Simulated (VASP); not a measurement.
# Hf6B3Ru7W8 in VASP: further runs, part 2 of 3

VASP 6.6.1.

## 5. Single point, PBE

File INCAR:

```
  PREC = Accurate
  ENCUT = 520
  EDIFF = 1E-6
  ISMEAR = -1
  SIGMA = 0.262
  LREAL = Auto
  LASPH = T
  NELM = 60
  ALGO = Normal
  ISIF = 2
  LWAVE = F
  LCHARG = T
  GGA = PE
  LELF = T
  LVHAR = T
  NBANDS = 158
  ISYM = 0
```

File KPOINTS:

```
Automatic mesh
0
Gamma
  1 1 1
  0.25 0.25 0.25
```

File POSCAR:

```
Hf6B3Ru7W8
1.0
    7.3750040000     -0.1530220000     -0.0573130000
   -0.1530220000      7.2550850000     -0.1107270000
   -0.0573130000     -0.1107270000      6.9577420000
W Ru Hf B
8 7 6 3
Direct
    0.2874190452      0.5907992154      0.1640348654
    0.8186858066      0.6732641614      0.6327163123
    0.6560509730      0.9962308607      0.4350550658
    0.3362159234      0.8748516210      0.4865429386
    0.4663266852      0.0179448142      0.1712040425
    0.4372440844      0.2007398439      0.7683642324
   -0.0111869496      0.5084818818      0.3732885634
    0.7322842004      0.0773620034      0.9018515586
    0.5870761496      0.4832536655      0.8728300538
    0.7086265468      0.2947559121      0.2249834718
    0.3423153189      0.2890792764      0.3977344947
    0.5344998425      0.6169222805      0.4588975479
    0.2140915682      0.5445542490      0.6345574596
    0.6648933547      0.3183604952      0.5824156940
    0.4753855071      0.8147886043      0.7734621185
    0.0827776333      0.1924856142      0.1092569384
    0.0299848597      0.8659824693      0.3075408894
    0.1078839259      0.8630111739      0.8667787322
    0.6853213536      0.7352831240      0.1031394262
    0.0188181069      0.2022987280      0.6134988123
    0.9369538841      0.5107299453      0.9820062648
    0.2003492610      0.4193526510      0.8949875230
    0.7754384403      0.0111937014      0.1647395302
    0.4150425402      0.3618264011      0.0895956310
```

Potentials or basis: VASP PAW PBE potentials, release 64 (W_sv, Ru_pv, Hf_pv, B).

Launch:

```
$ cat potpaw_PBE.64/W_sv/POTCAR potpaw_PBE.64/Ru_pv/POTCAR potpaw_PBE.64/Hf_pv/POTCAR potpaw_PBE.64/B/POTCAR > POTCAR
$ mpirun -np 1 vasp_std > vasp.out
```

OUTCAR:

```text
PREC = Accurate
   ENCUT = 520
   EDIFF = 1E-6
   ISMEAR = -1
   LREAL = Auto
   LASPH = T
   NELM = 60
   ISIF = 2
   GGA = PE
   ISYM = 0

 ion  position               nearest neighbor table
   1  0.287  0.591  0.164-  24 2.00  22 2.28   7 2.72  12 2.72  11 2.81  21 2.89  17 2.97   4 3.01
                            19 3.12   9 3.13  18 3.21  16 3.21   5 3.32  13 3.35
   2  0.819  0.673  0.633-  12 2.42   7 2.52   9 2.77  14 2.78  21 2.87  18 2.93  15 2.94   3 3.03
                            13 3.10  17 3.10  19 3.45
   3  0.656  0.996  0.435-  23 2.09   5 2.30   4 2.52  14 2.52  10 2.67  12 2.87  19 2.96  15 3.03
                             2 3.03  17 3.09   6 3.21  11 3.22  20 3.22   8 3.32
   4  0.336  0.875  0.487-  15 2.29  12 2.43   3 2.52  17 2.56   5 2.63  13 2.76   1 3.01   6 3.08
                            11 3.09  18 3.16  20 3.51
   5  0.466  0.018  0.171-  23 2.28   3 2.30  24 2.62   4 2.63  10 2.65  11 2.68  19 2.70   8 2.76
                            15 3.10   6 3.15  16 3.18   1 3.32  18 3.49  17 3.51
   6  0.437  0.201  0.768-  14 2.29   9 2.38  24 2.50  22 2.56   8 2.56  11 2.76  15 2.83   4 3.08
                             5 3.15  13 3.20   3 3.21  20 3.25  18 3.47  16 3.56
   7  0.989  0.508  0.373-  13 2.44   2 2.52  17 2.65  10 2.70   1 2.72  21 2.74  20 2.84  16 3.00
                            14 3.11  11 3.12  19 3.41
   8  0.732  0.077  0.902-  23 1.93   6 2.56  10 2.72  15 2.75   5 2.76  19 2.90  14 2.92  16 3.02
                            20 3.07   9 3.19  18 3.24   3 3.32  21 3.46
   9  0.587  0.483  0.873-  24 2.17   6 2.38  14 2.41  19 2.47  21 2.68  15 2.68   2 2.77  10 2.99
                            12 3.09   1 3.13   8 3.19  13 3.24
  10  0.709  0.295  0.225-  23 2.17  24 2.42  14 2.51   5 2.65   3 2.67   7 2.70   8 2.72  21 2.86
                            11 2.97   9 2.99  16 3.00  12 3.14  19 3.34  20 3.61
  11  0.342  0.289  0.398-  24 2.29  13 2.66   5 2.68  14 2.68  12 2.74   6 2.76  16 2.80   1 2.81
                            20 2.90  10 2.97   4 3.09   7 3.12   3 3.22
  12  0.534  0.617  0.459-   2 2.42   4 2.43  14 2.57  15 2.63  13 2.72   1 2.72  11 2.74   3 2.87
                            19 2.87   9 3.09  10 3.14
  13  0.214  0.545  0.635-  22 2.05   7 2.44  11 2.66  12 2.72   4 2.76  20 2.82  15 2.83  18 2.92
                             2 3.10  21 3.20   6 3.20   9 3.24   1 3.35  17 3.60
  14  0.665  0.318  0.582-   6 2.29   9 2.41  10 2.51   3 2.52  12 2.57  11 2.68   2 2.78  20 2.78
                             8 2.92   7 3.11  21 3.61
  15  0.475  0.815  0.773-   4 2.29  12 2.63   9 2.68   8 2.75   6 2.83  13 2.83  18 2.83  19 2.84
                             2 2.94   3 3.03   5 3.10
  16  0.083  0.192  0.109-  22 2.40  23 2.61  24 2.70  21 2.75  17 2.80  11 2.80  18 2.90  10 3.00
                             7 3.00   8 3.02   5 3.18   1 3.21  20 3.48  20 3.55   6 3.56
  17  0.030  0.866  0.308-  23 2.41   4 2.56   7 2.65  16 2.80   1 2.97  19 3.00   3 3.09   2 3.10
                            18 3.13  20 3.19  21 3.42   5 3.51  13 3.60
  18  0.108  0.863  0.867-  15 2.83  16 2.90  13 2.92   2 2.93  21 2.94  17 3.13  20 3.16   4 3.16
                             1 3.21   8 3.24   6 3.47   5 3.49  19 3.65
  19  0.685  0.735  0.103-  23 2.11   9 2.47  21 2.65   5 2.70  15 2.84  12 2.87   8 2.90   3 2.96
                            17 3.00   1 3.12  10 3.34   7 3.41   2 3.45  18 3.65
  20  0.019  0.202  0.613-  22 2.77  14 2.78  13 2.82   7 2.84  11 2.90   8 3.07  18 3.16  17 3.19
                             3 3.22   6 3.25  21 3.43  16 3.48   4 3.51  16 3.55  10 3.61
  21  0.937  0.511  0.982-  22 2.17  19 2.65   9 2.68   7 2.74  16 2.75  10 2.86   2 2.87   1 2.89
                            18 2.94  13 3.20  17 3.42  20 3.43   8 3.46  14 3.61
  22  0.200  0.419  0.895-  13 2.05  24 2.13  21 2.17   1 2.28  16 2.40   6 2.56  20 2.77
  23  0.775  0.011  0.165-   8 1.93   3 2.09  19 2.11  10 2.17   5 2.28  17 2.41  16 2.61
  24  0.415  0.362  0.090-   1 2.00  22 2.13   9 2.17  11 2.29  10 2.42   6 2.50   5 2.62  16 2.70

IMPORTANT INFORMATION: All symmetrisations will be switched off!
NOSYMM: (Re-)initialisation of all symmetry stuff for point group C_1.

----------------------------------------------------------------------------------------

                                     Primitive cell

  volume of cell :     372.0038

  direct lattice vectors                    reciprocal lattice vectors
[... 104 lines left out ...]
   LASPH  =      T    aspherical Exc in radial PAW
   ENCUT  =  520.0 eV  38.22 Ry    6.18 a.u.  13.72 13.49 12.94*2*pi/ulx,y,z
   NELM   =     60;   NELMIN=  2; NELMDL= -5     # of ELM steps
   EDIFF  = 0.1E-05   stopping-criterion for ELM
   LREAL  =      T    real-space projection
   EDIFFG = 0.1E-04   stopping-criterion for IOM
   NSW    =      0    number of steps for IOM
   IBRION =     -1    ionic relax: 0-MD 1-quasi-New 2-CG
   NFREE  =      0    steps in history (QN), initial steepest desc. (CG)
   ISIF   =      2    stress and relaxation
   ISYM   =      0    0-nonsym 1-usesym 2-fastsym
   POTIM  = 0.5000    time-step for ionic-motion
   TEBEG  =    0.0;   TEEND  =   0.0 temperature during run
   PSTRESS=    0.0 pullay stress
   NELECT =     279.0000    total number of electrons
   NUPDOWN=      -1.0000    fix difference up-down
   EMIN   =  10.00;   EMAX   =-10.00  energy-range for DOS
   EFERMI =   0.00;   METHOD = LEGACY
   ISMEAR =    -1;   SIGMA  =   0.26  broadening in eV -4-tet -1-fermi 0-gaus
   EFERMI_NEDOS =   21; number of points for ismear=-14 and -15
   IALGO  =     38    algorithm
   IMIX   =      4    mixing-type and parameters
     AMIX     =   0.40;   BMIX     =  1.00
     AMIX_MAG =   1.60;   BMIX_MAG =  1.00
  volume/ion in A,a.u.               =      15.50       104.60
  Fermi-wavevector in a.u.,A,eV,Ry     =   1.487398  2.810774 30.100876  2.212352
  Thomas-Fermi vector in A             =   2.600563
   LORBIT       =      0    0 simple, 1 ext, 2 COOP (PROOUT), +10 PAW based schemes
   GGA     = PE    functional components
   LHFCALC =     F    Hartree Fock is set to
   AEXX    =    0.0000 exact exchange contribution
   IVDW    =     0    specifies the selected vdW correction
   LEPSILON=     F    determine dielectric tensor
   LRPA    =     F    only Hartree local field effects (RPA)
 non-spin polarized calculation
  energy-cutoff  :      520.00
  volume of cell :      372.00
 maximum number of plane-waves:     10007
 NGX is ok and might be reduce to    54
   NGX = 27   NGY = 27   NGZ = 25

 number of electron     279.0000003 magnetization

 Free energy of the ion-electron system (eV)
  ---------------------------------------------------
  ext. energy  EPLUGINS =         0.00000000
  ---------------------------------------------------
  free energy    TOTEN  =      -240.31621001 eV

  energy without entropy =     -235.77676764  energy(sigma->0) =     -238.04648882

 E-fermi :   9.1160     XC(G=0): -12.8468

 val. band max:        9.0382913119   @ k =   0.2500   0.2500   0.2500
 cond. band min:       9.1282846316   @ k =   0.2500   0.2500   0.2500
 fundamental gap:      0.0899933197
 Fermi energy:         9.1159973865

 k-point     1 :       0.2500    0.2500    0.2500
  band No.  band energies     occupation
      1     -64.9165      2.00000
      2     -64.7516      2.00000
      3     -64.6784      2.00000
      4     -64.6642      2.00000
      5     -64.6040      2.00000
      6     -64.5568      2.00000
[... 143 lines left out ...]
    150      10.1701      0.03516
    151      10.2337      0.02769
 [bands above 151 left out]

------------------------ aborting loop because EDIFF is reached ----------------------------------------

  FORCE on cell =-STRESS in cart. coord.  units (eV):
  Direction    XX          YY          ZZ          XY          YZ          ZX
  --------------------------------------------------------------------------------------
  -------------------------------------------------------------------------------------
  Total       34.9248292     42.9798558     48.0738736      1.1992118      4.9241528      9.0608239
  in kB      150.4172060    185.1092753    207.0486214      5.1648666     21.2077576     39.0239221
  external PRESSURE =     180.8583676 kB  Pullay stress =       0.0000000 kB

 VOLUME and BASIS-vectors are now :
 -----------------------------------------------------------------------------
  energy-cutoff  :      520.00
  volume of cell :      372.00
      direct lattice vectors                 reciprocal lattice vectors
     7.375004000 -0.153022000 -0.057313000     0.135661925  0.002879094  0.001163306
    -0.153022000  7.255085000 -0.110727000     0.002879094  0.137928948  0.002218747
    -0.057313000 -0.110727000  6.957742000     0.001163306  0.002218747  0.143769681

 POSITION                                       TOTAL-FORCE (eV/Angst)
 -----------------------------------------------------------------------------------
      2.01991      4.22415      1.05942        -0.210854      3.327266      0.226598
      5.89852      4.68925      4.28081         0.356767      2.926910      1.678376
      4.66100      7.07918      2.87909         3.970238     -1.128075      6.144839
      2.31784      6.24180      3.26910        -3.151921      2.479268      0.171814
      3.42660      0.03988      1.16248        -5.224959      0.321239     -5.901615
      3.14992      1.30440      5.29879        -5.947962     -3.407871      1.223346
[... 16 lines left out ...]
      5.70771     -0.05569      1.10053         1.836061      1.850596      2.929223
      3.00044      2.55165      0.55953         0.852818     -3.501799     -0.645300
 -----------------------------------------------------------------------------------
    total drift:                               -0.003477      0.002047      0.004238

  FREE ENERGIE OF THE ION-ELECTRON SYSTEM (eV)
  ---------------------------------------------------
  free  energy   TOTEN  =      -240.3162100078 eV

  energy  without entropy=     -235.7767676354  energy(sigma->0) =     -238.04648882
```

Run time: 4.6 min. Hardware: 1 thread of Intel Xeon Platinum 8259CL at 2.50GHz (Skylake/Cascade Lake), shared host; peak memory 0.44 GiB.

Results:

- Free energy: -240.3162 eV
- Pressure: 18.1 GPa
- Largest force: 7.889 eV/Å
- Band gap on the k mesh: zero (an odd number of electrons rules out a gap without spin polarisation)

Forces in eV/Å, atoms in the order of the input:
```
W   -0.211  3.327  0.227
W    0.357  2.927  1.678
W    3.970 -1.128  6.145
W   -3.152  2.479  0.172
W   -5.225  0.321 -5.902
W   -5.948 -3.408  1.223
W   -0.072 -1.737  0.068
W    1.034  1.161 -5.454
Ru  -1.123  1.586  1.604
Ru  -0.075  2.120 -1.415
Ru  -0.185 -0.595 -1.124
Ru  -0.347 -1.923 -1.431
Ru   0.325  0.842  1.237
Ru   4.105  0.242 -1.145
Ru   1.780 -0.013  3.473
Hf   0.508  0.725 -0.010
Hf  -0.930 -1.151 -0.486
Hf   1.180  0.191 -0.895
Hf  -0.930 -1.635  1.064
Hf   0.322 -0.250  0.919
Hf  -0.464 -0.634 -1.774
B    2.391 -1.796 -0.458
B    1.836  1.851  2.929
B    0.853 -3.502 -0.645
```

Stress tensor (GPa, compression positive):
```
15.04  0.52  3.90
 0.52 18.51  2.12
 3.90  2.12 20.70
```

Caveat: the k points lie up to 0.90 Å⁻¹ apart, too coarse for converged energies and pressures of a metal; the atoms stand as in a frame of molecular dynamics; so wide a smearing shifts energies and pressures; spin-orbit coupling is left out, which moves the levels of the heavy elements.

## 6. Single point, PBE

File INCAR:

```
  ALGO = Normal
  EDIFF = 1E-6
  ENCUT = 520
  GGA = PE
  ISIF = 2
  ISMEAR = -1
  ISYM = 0
  LASPH = T
  LCHARG = T
  LELF = T
  LREAL = Auto
  LVHAR = T
  LWAVE = F
  NBANDS = 158
  NELM = 80
  PREC = Accurate
  SIGMA = 0.262
```

KPOINTS is that of step 5.

File POSCAR:

```
Hf6B3Ru7W8
1.0
    7.3750040000     -0.1530220000     -0.0573130000
   -0.1530220000      7.2550850000     -0.1107270000
   -0.0573130000     -0.1107270000      6.9577420000
W Ru Hf B
8 7 6 3
Direct
    0.3009559523      0.5936583691      0.1498012859
    0.8245518217      0.6736190797      0.6401068563
    0.6683461323      1.0094650599      0.4400927714
    0.3314047982      0.8764336660      0.4987538592
    0.4518145909      0.0147496586      0.1608953070
    0.4430171156      0.1965203649      0.7746943980
   -0.0133346790      0.5095349323      0.3884395288
    0.7405369207      0.0966130652      0.9041025188
    0.5643113981      0.4924794718      0.8699356995
    0.7015914394      0.3086773260      0.2231823520
    0.3407833588      0.2754446352      0.3937421759
    0.5279007985      0.6160476050      0.4357591416
    0.2149410244      0.5517549639      0.6355672698
    0.6671595411      0.3181695486      0.5592857387
    0.4797468592      0.8242134683      0.7849390530
    0.0806428838      0.2062407638      0.0983060750
    0.0275980122      0.8631926553      0.3018684018
    0.1187896320      0.8657216524      0.8744185903
    0.6927514153      0.7422519788      0.0928860249
    0.0165245873      0.2219106619      0.6130491150
    0.9404969903      0.5297997264      0.9622433310
    0.2544369935      0.4160985030      0.8786072962
    0.7958874811      0.0552882611      0.1996237576
    0.4537092089      0.3159534650      0.1154258113
```

Potentials or basis: VASP PAW PBE potentials, release 64 (W_sv, Ru_pv, Hf_pv, B).

Launch:

```
$ cat potpaw_PBE.64/W_sv/POTCAR potpaw_PBE.64/Ru_pv/POTCAR potpaw_PBE.64/Hf_pv/POTCAR potpaw_PBE.64/B/POTCAR > POTCAR
$ mpirun -np 1 vasp_std > vasp.out
```

Wall time 4 min (1 thread of Intel Xeon Platinum 8259CL at 2.50GHz (Skylake/Cascade Lake), shared host); peak memory 0.44 GiB.

Results (log left out):

| Property | Result |
| --- | --- |
| Free energy | -242.2310 eV |
| Pressure | 15.4 GPa |
| Largest force | 6.103 eV/Å |
| Band gap on the k mesh | zero (an odd number of electrons rules out a gap without spin polarisation) |

Forces on the atoms (eV/Å):
```
W    0.063  0.891 -0.182
W   -1.496  3.554  0.863
W   -0.057 -3.371  5.087
W   -1.734  2.588 -0.360
W   -1.526 -1.569 -2.848
W   -4.707 -3.272 -0.276
W    0.133 -1.256 -3.044
W    1.404  0.186 -2.776
Ru  -0.095  0.544  0.937
Ru   0.748  2.624 -2.388
Ru  -0.988  0.065 -0.031
Ru   0.346 -0.601  0.152
Ru   1.012  1.199  0.502
Ru   2.798  2.325  3.410
Ru   1.552 -0.263  1.873
Hf   1.388  0.652  0.333
Hf   0.057 -0.808 -0.355
Hf   1.087  1.055 -1.192
Hf  -0.675  1.588  1.956
Hf   0.761 -1.852  1.183
Hf   1.998 -3.505 -0.168
B   -0.999 -0.672  1.313
B    1.242 -0.955 -2.001
B   -2.311  0.853 -1.987
```

Stress tensor (GPa, compression positive):
```
10.21 -1.41  3.03
-1.41 17.70  2.15
 3.03  2.15 18.15
```

Levels at points of the mesh, in eV from the Fermi level:
```csv
k point,band 136,band 137,band 138,band 139,band 140,band 141,band 142,band 143,band 144,band 145
"(0.25, 0.25, 0.25)",-0.42,-0.34,-0.26,-0.15,-0.04,0.00,0.26,0.34,0.45,0.50
```

Caveat: the k points lie up to 0.90 Å⁻¹ apart, too coarse for converged energies and pressures of a metal; the atoms stand as in a frame of molecular dynamics; so wide a smearing shifts energies and pressures; spin-orbit coupling is left out, which moves the levels of the heavy elements.

(Part 2 of 3 ends here.)

The gap in the log of VASP goes by the Fermi energy; the results here count the filled bands.